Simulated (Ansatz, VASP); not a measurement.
Two plane-wave programs on Ti

Contents of POSCAR:

```
Ti
1.0
   -1.6245900000      1.6410000000      1.6410000000
    1.6245900000     -1.6410000000      1.6410000000
    1.6245900000      1.6410000000     -1.6410000000
Ti
1
Direct
    0.0000000000      0.0000000000      0.0000000000
```

Contents of INCAR.step1:

```
SYSTEM = Ti
PREC     = Accurate       ! precision mode
ENCUT    = 520            ! plane-wave cutoff, eV
ISMEAR   = 0              ! smearing method
SIGMA    = 0.15           ! smearing width, eV
LREAL    = .False.        ! projectors in reciprocal space
LASPH    = .True.         ! aspherical terms in the spheres
NELM     = 100            ! most SCF steps
NBANDS   = 12             ! bands
GGA      = PE             ! functional
ALGO     = Normal         ! electronic algorithm
EDIFF    = 1E-4           ! SCF threshold, eV
LWAVE    = .True.         ! write WAVECAR
LCHARG   = .False.        ! write CHGCAR
```

The input INCAR.step2:

```
SYSTEM = Ti
PREC     = Accurate       ! precision mode
ENCUT    = 520            ! plane-wave cutoff, eV
EDIFF    = 1E-7           ! SCF threshold, eV
ISMEAR   = 0              ! smearing method
SIGMA    = 0.15           ! smearing width, eV
LREAL    = .False.        ! projectors in reciprocal space
LASPH    = .True.         ! aspherical terms in the spheres
NELM     = 100            ! most SCF steps
ALGO     = Normal         ! electronic algorithm
ISIF     = 2              ! what is computed and relaxed
LWAVE    = .False.        ! write WAVECAR
LCHARG   = .False.        ! write CHGCAR
METAGGA  = R2SCAN         ! meta-GGA
LMIXTAU  = .True.       
NBANDS   = 12             ! bands
ISTART   = 1
```

Contents of KPOINTS:

```
Automatic mesh
0
Gamma
  20 20 20
  0 0 0
```

Input for Ansatz:

```yaml
crystal:
  lattice:
    - [-1.62459, 1.641, 1.641]
    - [1.62459, -1.641, 1.641]
    - [1.62459, 1.641, -1.641]
  atoms:
    - { symbol: Ti, position: [0.0, 0.0, 0.0] }
basis:
  ecutwfc: 500
kpoints:
  mp_grid: { grid: [20, 20, 20] }
hamiltonian:
  xc: r2scan
scf:
  occupations: { method: gaussian, width: 0.15 }
output:
  forces: true
  stress: true
  eigenvalues: true
  write_density: true
  write_potential: true
  elf: true
  volumetric_format: npy
```

Change from the starting cell: strain -0.0100 x Voigt [1, 0, 0, 0, 0, 0], atoms carried along.

Alike in both runs: task single point; functional r2SCAN; k mesh 20 × 20 × 20; occupations gaussian, width 0.15 eV; no spin polarisation.

|  | VASP | Ansatz |
| --- | --- | --- |
| version | VASP 6.6.1 | Ansatz 0.2.0 |
| potentials or method | VASP PAW PBE potentials, release 64 (Ti_sv), cutoff 520 eV | scalar-relativistic, plane waves, PAW |
| valence electrons in the cell | 12 | 12 |

Ansatz gave:

| Item | Value |
| --- | --- |
| gap on the k mesh at the Fermi level (eV) | none |
| pressure (GPa) | -1.8 |
| traceless stress, the component that is largest in VASP (GPa) | -0.27 |

Task: Which values does VASP return?

Result: gap on the k mesh at the Fermi level (eV): none; pressure (GPa): -1.4; traceless stress, the component that is largest in VASP (GPa): -0.27.

VASP's potentials were made for PBE, not for r2SCAN. A gap of «none» marks a metal or a gap that the smearing closes. The functional is the same, so the differences come from potentials, cutoffs and numerics.
